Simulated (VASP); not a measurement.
# PbF2 (I4/mmm) in VASP: a series of runs

Runs on PbF2. Level: PBE. Tasks: single point.

Program: VASP 6.6.1. These are calculated values, not measurements. Logs are shortened: lines on timing, memory, paths and dates and some standing lists are left out, and cuts for length are marked.

## 1. The cell of the first run

Symmetry: I4/mmm, No. 139, tetragonal system. Conventional cell: a = 4.563 Å, b = 4.563 Å, c = 5.033 Å, α = 90.00°, β = 90.00°, γ = 90.00°. Pb (site symmetry 4/mmm) has 8 F at 2.61 Å within 3.4 Å. F (site symmetry -4m2) has 6 F at 2.52 to 3.23 Å and 4 Pb at 2.61 Å within 3.3 Å.

## 2. Single point, PBE

Contents of INCAR:

```
SYSTEM = PbF2
ALGO = Normal
EDIFF = 1E-6
ENCUT = 520
GGA = PE
ISIF = 2
ISMEAR = 0
LASPH = .TRUE.
LCHARG = .TRUE.
LELF = .TRUE.
LREAL = .FALSE.
LVHAR = .TRUE.
LWAVE = .FALSE.
NBANDS = 21
NELM = 80
PREC = Accurate
SIGMA = 0.05
```

Contents of KPOINTS:

```
k-points
0
G
  8 8 8
  0 0 0
```

Contents of POSCAR:

```
PbF2
1.0
    0.0000000000      3.2262868683      2.5165037573
    3.2262868683      0.0000000000      2.5165037573
    3.2262868683      3.2262868683      0.0000000000
Pb F
1 2
Direct
    0.0000000000      0.0000000000      0.0000000000
    0.2500000000      0.2500000000      0.2500000000
    0.7500000000      0.7500000000      0.7500000000
```

Potentials or basis: VASP PAW PBE potentials, release 64 (Pb_d, F).

Run with:

```
> cat potpaw_PBE.64/Pb_d/POTCAR potpaw_PBE.64/F/POTCAR > POTCAR
> mpirun -np 1 vasp_std > vasp.out
```

OUTCAR:

```text
SYSTEM = PbF2
   EDIFF = 1E-6
   ENCUT = 520
   GGA = PE
   ISIF = 2
   ISMEAR = 0
   LASPH = .TRUE.
   LREAL = .FALSE.
   NELM = 80
   PREC = Accurate

 ion  position               nearest neighbor table
   1  0.000  0.000  0.000-   3 2.61   3 2.61   3 2.61   2 2.61   3 2.61   2 2.61   2 2.61   2 2.61

   2  0.250  0.250  0.250-   1 2.61   1 2.61   1 2.61   1 2.61
   3  0.750  0.750  0.750-   1 2.61   1 2.61   1 2.61   1 2.61

  LATTYP: Found a body centered tetragonal cell.
 ALAT       =     4.5626586453
 C/A-ratio  =     1.1030865787

  Lattice vectors:

 A1 = (   0.0000000000,  -3.2262868683,  -2.5165037573)
 A2 = (   0.0000000000,   3.2262868683,  -2.5165037573)
 A3 = (   3.2262868683,   0.0000000000,   2.5165037573)

Analysis of symmetry for initial positions (statically):
=====================================================================
 Subroutine PRICEL returns:
 Original cell was already a primitive cell.

 Routine SETGRP: Setting up the symmetry group for a
 body centered tetragonal supercell.

 Subroutine GETGRP returns: Found 16 space group operations
 (whereof 16 operations were pure point group operations)
 out of a pool of 16 trial point group operations.

The static configuration has the point symmetry D_4h.

Analysis of symmetry for dynamics (positions and initial velocities):
=====================================================================
 Subroutine PRICEL returns:
 Original cell was already a primitive cell.

 Routine SETGRP: Setting up the symmetry group for a
 body centered tetragonal supercell.

 Subroutine GETGRP returns: Found 16 space group operations
 (whereof 16 operations were pure point group operations)
 out of a pool of 16 trial point group operations.

The dynamic configuration has the point symmetry D_4h.

 Subroutine INISYM returns: Found 16 space group operations
 (whereof 16 operations are pure point group operations),
 and found     1 'primitive' translations

----------------------------------------------------------------------------------------

                                     Primitive cell

  volume of cell :      52.3882

  direct lattice vectors                    reciprocal lattice vectors
     0.000000000  3.226286868  2.516503757    -0.154976919  0.154976919  0.198688358
     3.226286868  0.000000000  2.516503757     0.154976919 -0.154976919  0.198688358
     3.226286868  3.226286868  0.000000000     0.154976919  0.154976919 -0.198688358

  length of vectors
     4.091664468  4.091664468  4.562658645     0.295825548  0.295825548  0.295825548

  position of ions in fractional coordinates (direct lattice)
     0.000000000  0.000000000  0.000000000
     0.250000000  0.250000000  0.250000000
     0.750000000  0.750000000  0.750000000

  ion indices of the primitive-cell ions
   primitive index   ion index
                 1           1
                 2           2
                 3           3

----------------------------------------------------------------------------------------

 KPOINTS: k-points

Automatic generation of k-mesh.
 Grid dimensions read from file:
 generate k-points for:    8    8    8

 Generating k-lattice:

  Cartesian coordinates                     Fractional coordinates (reciprocal lattice)
    -0.019372115  0.019372115  0.024836045     0.125000000  0.000000000  0.000000000
     0.019372115 -0.019372115  0.024836045     0.000000000  0.125000000  0.000000000
     0.019372115  0.019372115 -0.024836045     0.000000000  0.000000000  0.125000000

  Length of vectors
     0.036978193  0.036978193  0.036978193

  Shift w.r.t. Gamma in fractional coordinates (k-lattice)
     0.000000000  0.000000000  0.000000000

 Subroutine IBZKPT returns following result:
 ===========================================

 Found     59 irreducible k-points:

 Following reciprocal coordinates:
            Coordinates               Weight
  0.000000  0.000000  0.000000      1.000000
  0.125000 -0.000000  0.000000      8.000000
  0.250000 -0.000000  0.000000      8.000000
  0.375000 -0.000000  0.000000      8.000000
  0.500000 -0.000000  0.000000      4.000000
  0.125000  0.125000  0.000000      2.000000
[... 16 lines left out ...]
  0.250000 -0.000000  0.125000     16.000000
  0.375000 -0.000000  0.125000     16.000000
 [... further k-points ...]
   k-points           NKPTS =     59   k-points in BZ     NKDIM =     59   number of bands    NBANDS=     21
   number of dos      NEDOS =    301   number of ions     NIONS =      3
   total plane-waves  NPLWV =  32400
   dimension x,y,z NGX =    30 NGY =   30 NGZ =   36
   dimension x,y,z NGXF=    60 NGYF=   60 NGZF=   72
   ions per type =               1   2
   NGX,Y,Z   is equivalent  to a cutoff of  12.19, 12.19, 13.12 a.u.
   NGXF,Y,Z  is equivalent  to a cutoff of  24.38, 24.38, 26.23 a.u.
 SYSTEM =  PbF2
   PREC   = accura    normal or accurate (medium, high low for compatibility)
   ISTART =      0    job   : 0-new  1-cont  2-samecut
   ICHARG =      2    charge: 1-file 2-atom 10-const
   ISPIN  =      1    spin polarized calculation?
   LNONCOLLINEAR =      F non collinear calculations
   LSORBIT =      F    spin-orbit coupling
   LASPH  =      T    aspherical Exc in radial PAW
   ENCUT  =  520.0 eV  38.22 Ry    6.18 a.u.   7.61  7.61  8.48*2*pi/ulx,y,z
   NELM   =     80;   NELMIN=  2; NELMDL= -5     # of ELM steps
   EDIFF  = 0.1E-05   stopping-criterion for ELM
   LREAL  =      F    real-space projection
   EDIFFG = 0.1E-04   stopping-criterion for IOM
   NSW    =      0    number of steps for IOM
   IBRION =     -1    ionic relax: 0-MD 1-quasi-New 2-CG
   NFREE  =      0    steps in history (QN), initial steepest desc. (CG)
   ISIF   =      2    stress and relaxation
   ISYM   =      2    0-nonsym 1-usesym 2-fastsym
   POTIM  = 0.5000    time-step for ionic-motion
   TEBEG  =    0.0;   TEEND  =   0.0 temperature during run
   PSTRESS=    0.0 pullay stress
   NELECT =      28.0000    total number of electrons
   NUPDOWN=      -1.0000    fix difference up-down
   EMIN   =  10.00;   EMAX   =-10.00  energy-range for DOS
   EFERMI =   0.00;   METHOD = LEGACY
   ISMEAR =     0;   SIGMA  =   0.05  broadening in eV -4-tet -1-fermi 0-gaus
   EFERMI_NEDOS =   21; number of points for ismear=-14 and -15
   IALGO  =     38    algorithm
   IMIX   =      4    mixing-type and parameters
     AMIX     =   0.40;   BMIX     =  1.00
     AMIX_MAG =   1.60;   BMIX_MAG =  1.00
  volume/ion in A,a.u.               =      17.46       117.84
  Fermi-wavevector in a.u.,A,eV,Ry     =   1.328566  2.510625 24.015460  1.765086
  Thomas-Fermi vector in A             =   2.457794
   LORBIT       =      0    0 simple, 1 ext, 2 COOP (PROOUT), +10 PAW based schemes
   GGA     = PE    functional components
   LHFCALC =     F    Hartree Fock is set to
   AEXX    =    0.0000 exact exchange contribution
   IVDW    =     0    specifies the selected vdW correction
   LEPSILON=     F    determine dielectric tensor
   LRPA    =     F    only Hartree local field effects (RPA)
 non-spin polarized calculation
 Gauss-broadening in eV      SIGMA  =   0.05
  energy-cutoff  :      520.00
  volume of cell :       52.39
 maximum number of plane-waves:      1430
   NGX = 15   NGY = 15   NGZ = 17

 number of electron      27.9999993 magnetization

 Free energy of the ion-electron system (eV)
  ---------------------------------------------------
  ext. energy  EPLUGINS =         0.00000000
  ---------------------------------------------------
  free energy    TOTEN  =       -13.95139200 eV

  energy without entropy =      -13.95139200  energy(sigma->0) =      -13.95139200

 E-fermi :   2.3590     XC(G=0):  -9.4190

 val. band max:        2.1562995606   @ k =  -0.2500   0.2500   0.5000
 cond. band min:       5.6565120996   @ k =   0.3750   0.3750   0.0000
 fundamental gap:      3.5002125390
 Fermi energy:         2.3589820371

 k-point     1 :       0.0000    0.0000    0.0000
  band No.  band energies     occupation
      1     -19.0382      2.00000
      2     -18.2307      2.00000
      3     -12.8071      2.00000
      4     -12.8071      2.00000
      5     -12.7586      2.00000
      6     -12.7027      2.00000
[... 13 lines left out ...]
     20      17.2449      0.00000
     21      17.2449      0.00000

 k-point     2 :       0.1250   -0.0000    0.0000
  band No.  band energies     occupation
      1     -19.0025      2.00000
      2     -18.2659      2.00000
      3     -12.8014      2.00000
      4     -12.7883      2.00000
      5     -12.7609      2.00000
      6     -12.6995      2.00000
[... 13 lines left out ...]
     20      16.7176      0.00000
     21      17.8000      0.00000

 k-point     3 :       0.2500   -0.0000    0.0000
  band No.  band energies     occupation
      1     -18.9063      2.00000
      2     -18.3589      2.00000
      3     -12.7914      2.00000
      4     -12.7697      2.00000
      5     -12.7472      2.00000
      6     -12.6878      2.00000
[... 13 lines left out ...]
     20      15.9368      0.00000
     21      18.6567      0.00000

 k-point     4 :       0.3750   -0.0000    0.0000
  band No.  band energies     occupation
      1     -18.7753      2.00000
      2     -18.4834      2.00000
      3     -12.7865      2.00000
      4     -12.7763      2.00000
      5     -12.7188      2.00000
      6     -12.6708      2.00000
[... 13 lines left out ...]
     20      15.3964      0.00000
     21      18.2753      0.00000

 k-point     5 :       0.5000   -0.0000    0.0000
  band No.  band energies     occupation
      1     -18.6605      2.00000
      2     -18.5951      2.00000
      3     -12.7856      2.00000
      4     -12.7794      2.00000
      5     -12.7091      2.00000
      6     -12.6624      2.00000
[... 13 lines left out ...]
     20      15.7292      0.00000
     21      17.6340      0.00000
[... 382 lines left out ...]
     20      17.7390      0.00000
     21      18.2971      0.00000

 k-point    22 :       0.1250    0.0000    0.1250
  band No.  band energies     occupation
      1     -19.0118      2.00000
      2     -18.2519      2.00000
      3     -12.7920      2.00000
      4     -12.7817      2.00000
      5     -12.7614      2.00000
      6     -12.7010      2.00000
[... 13 lines left out ...]
     20      17.1795      0.00000
     21      17.2707      0.00000

 k-point    23 :       0.2500   -0.0000    0.1250
  band No.  band energies     occupation
      1     -18.9566      2.00000
      2     -18.3013      2.00000
      3     -12.7803      2.00000
      4     -12.7664      2.00000
      5     -12.7446      2.00000
      6     -12.6950      2.00000
[... 13 lines left out ...]
     20      16.3564      0.00000
     21      17.6698      0.00000

 k-point    24 :       0.3750   -0.0000    0.1250
  band No.  band energies     occupation
      1     -18.8551      2.00000
      2     -18.3967      2.00000
      3     -12.7739      2.00000
      4     -12.7721      2.00000
      5     -12.7141      2.00000
      6     -12.6803      2.00000
[... 13 lines left out ...]
     20      15.9510      0.00000
     21      18.3986      0.00000

 [... further k-points ...]

------------------------ aborting loop because EDIFF is reached ----------------------------------------

  FORCE on cell =-STRESS in cart. coord.  units (eV):
  Direction    XX          YY          ZZ          XY          YZ          ZX
  --------------------------------------------------------------------------------------
  -------------------------------------------------------------------------------------
  Total       -1.4379845     -1.4379845      3.7020836      0.0000000     -0.0000000     -0.0000000
  in kB      -43.9775716    -43.9775716    113.2200290      0.0000000     -0.0000000     -0.0000000
  external PRESSURE =       8.4216286 kB  Pullay stress =       0.0000000 kB

 VOLUME and BASIS-vectors are now :
 -----------------------------------------------------------------------------
  energy-cutoff  :      520.00
  volume of cell :       52.39
      direct lattice vectors                 reciprocal lattice vectors
     0.000000000  3.226286868  2.516503757    -0.154976919  0.154976919  0.198688358
     3.226286868  0.000000000  2.516503757     0.154976919 -0.154976919  0.198688358
     3.226286868  3.226286868  0.000000000     0.154976919  0.154976919 -0.198688358

 POSITION                                       TOTAL-FORCE (eV/Angst)
 -----------------------------------------------------------------------------------
      0.00000      0.00000      0.00000         0.000000      0.000000      0.000000
      1.61314      1.61314      1.25825         0.000000      0.000000      0.000000
      4.83943      4.83943      3.77476        -0.000000     -0.000000     -0.000000
 -----------------------------------------------------------------------------------
    total drift:                                0.000000     -0.000000      0.000000

  FREE ENERGIE OF THE ION-ELECTRON SYSTEM (eV)
  ---------------------------------------------------
  free  energy   TOTEN  =       -13.9513919957 eV

  energy  without entropy=      -13.9513919957  energy(sigma->0) =      -13.95139200
```

It took 71 s on 1 thread of Intel Xeon Platinum 8488C (Sapphire Rapids), shared host; peak memory 0.21 GiB.

What came out:

```
Free energy            : -13.9514 eV
Pressure               : 0.8 GPa
Band gap on the k mesh : 3.50 eV, indirect (least direct gap 4.04 eV)
```

Levels at points of the mesh, in eV from the valence-band top:
| k point | band 11 | band 12 | band 13 | band 14 | band 15 | band 16 | band 17 | band 18 |
| --- | --- | --- | --- | --- | --- | --- | --- | --- |
| (0.00, 0.00, 0.00) | -2.58 | -2.30 | -2.30 | -0.74 | 5.87 | 6.93 | 6.93 | 10.35 |
| (0.50, 0.00, 0.00) | -2.35 | -2.31 | -2.01 | -0.42 | 4.09 | 7.03 | 7.21 | 12.28 |
| (0.50, 0.50, 0.00) | -1.75 | -1.75 | -1.58 | -0.61 | 3.85 | 7.03 | 7.03 | 8.83 |
| (0.50, 0.00, 0.50) | -2.08 | -1.80 | -0.61 | -0.23 | 3.81 | 6.71 | 7.93 | 8.60 |

Caveat: spin-orbit coupling is left out, which moves the levels of the heavy elements. A k mesh can miss the band edges.

## 3. Single point, PBE

This run uses another cell than the first one, of the same volume but with other edges.

Contents of INCAR:

```
SYSTEM = PbF2
  PREC = Accurate
  ENCUT = 520
  EDIFF = 1E-6
  ISMEAR = 0
  SIGMA = 0.05
  LREAL = .False.
  LASPH = .True.
  NELM = 80
  ALGO = Normal
  ISIF = 2
  LWAVE = .False.
  LCHARG = .True.
  GGA = PE
  LELF = .True.
  LVHAR = .True.
  NBANDS = 21
```

Contents of KPOINTS:

```
Automatic mesh
0
Gamma
  8 8 8
  0 0 0
```

Contents of POSCAR:

```
PbF2
1.0
    0.0000000000      2.7211557324      3.5375024521
    2.7211557324      0.0000000000      3.5375024521
    2.7211557324      2.7211557324      0.0000000000
Pb F
1 2
Direct
    0.0000000000      0.0000000000      0.0000000000
    0.2500000000      0.2500000000      0.2500000000
    0.7500000000      0.7500000000      0.7500000000
```

Potentials or basis: VASP PAW PBE potentials, release 64 (Pb_d, F).

Run with:

```
> cat potpaw_PBE.64/Pb_d/POTCAR potpaw_PBE.64/F/POTCAR > POTCAR
> mpirun -np 1 vasp_std > vasp.out
```

OUTCAR:

```text
SYSTEM = PbF2
   PREC = Accurate
   ENCUT = 520
   EDIFF = 1E-6
   ISMEAR = 0
   LREAL = .False.
   LASPH = .True.
   NELM = 80
   ISIF = 2
   GGA = PE

 ion  position               nearest neighbor table
   1  0.000  0.000  0.000-   3 2.61   3 2.61   3 2.61   2 2.61   3 2.61   2 2.61   2 2.61   2 2.61

   2  0.250  0.250  0.250-   1 2.61   1 2.61   1 2.61   1 2.61
   3  0.750  0.750  0.750-   1 2.61   1 2.61   1 2.61   1 2.61

  LATTYP: Found a body centered tetragonal cell.
 ALAT       =     3.8482953421
 C/A-ratio  =     1.8384776311

  Lattice vectors:

 A1 = (  -2.7211557324,   0.0000000000,   3.5375024521)
 A2 = (   2.7211557324,   0.0000000000,   3.5375024521)
 A3 = (   0.0000000000,   2.7211557324,  -3.5375024521)

Analysis of symmetry for initial positions (statically):
=====================================================================
 Subroutine PRICEL returns:
 Original cell was already a primitive cell.

 Routine SETGRP: Setting up the symmetry group for a
 body centered tetragonal supercell.

 Subroutine GETGRP returns: Found 16 space group operations
 (whereof 16 operations were pure point group operations)
 out of a pool of 16 trial point group operations.

[... 164 lines left out ...]

 E-fermi :   2.4258     XC(G=0):  -9.4358

 val. band max:        2.1631397964   @ k =   0.5000   0.5000   0.0000
 cond. band min:       5.3382683815   @ k =   0.5000   0.0000   0.5000
 fundamental gap:      3.1751285851
 Fermi energy:         2.4257833438

 k-point     1 :       0.0000    0.0000    0.0000
  band No.  band energies     occupation
      1     -18.9603      2.00000
      2     -18.1976      2.00000
      3     -13.0225      2.00000
      4     -12.8901      2.00000
      5     -12.7976      2.00000
      6     -12.7976      2.00000
[... 565 lines left out ...]
     20      16.6196      0.00000
     21      17.8723      0.00000

 [... further k-points ...]

------------------------ aborting loop because EDIFF is reached ----------------------------------------

  FORCE on cell =-STRESS in cart. coord.  units (eV):
  Direction    XX          YY          ZZ          XY          YZ          ZX
  --------------------------------------------------------------------------------------
  -------------------------------------------------------------------------------------
  Total        1.9003217      1.9003217     -3.9450269      0.0000000      0.0000000     -0.0000000
  in kB       58.1171323     58.1171323   -120.6499126      0.0000000      0.0000000     -0.0000000
  external PRESSURE =      -1.4718826 kB  Pullay stress =       0.0000000 kB

 VOLUME and BASIS-vectors are now :
 -----------------------------------------------------------------------------
  energy-cutoff  :      520.00
  volume of cell :       52.39
      direct lattice vectors                 reciprocal lattice vectors
     0.000000000  2.721155732  3.537502452    -0.183745456  0.183745456  0.141342658
     2.721155732  0.000000000  3.537502452     0.183745456 -0.183745456  0.141342658
     2.721155732  2.721155732  0.000000000     0.183745456  0.183745456 -0.141342658

 POSITION                                       TOTAL-FORCE (eV/Angst)
 -----------------------------------------------------------------------------------
      0.00000      0.00000      0.00000        -0.000000     -0.000000      0.000000
      1.36058      1.36058      1.76875        -0.000000     -0.000000     -0.000000
      4.08173      4.08173      5.30625         0.000000      0.000000      0.000000
 -----------------------------------------------------------------------------------
    total drift:                                0.000000      0.000000      0.000000

  FREE ENERGIE OF THE ION-ELECTRON SYSTEM (eV)
  ---------------------------------------------------
  free  energy   TOTEN  =       -13.8807064349 eV

  energy  without entropy=      -13.8807064349  energy(sigma->0) =      -13.88070643
```

Run time: 67 s. Hardware: 1 thread of Intel Xeon Platinum 8488C (Sapphire Rapids), shared host; peak memory 0.22 GiB.

Results:

```yaml
Free_energy: -13.8807 eV
Pressure: -0.1 GPa
Band_gap_on_the_k_mesh: 3.18 eV, indirect (least direct gap 4.11 eV)
```

Caveat: spin-orbit coupling is left out, which moves the levels of the heavy elements.

(Continued in part 2 of 2.)
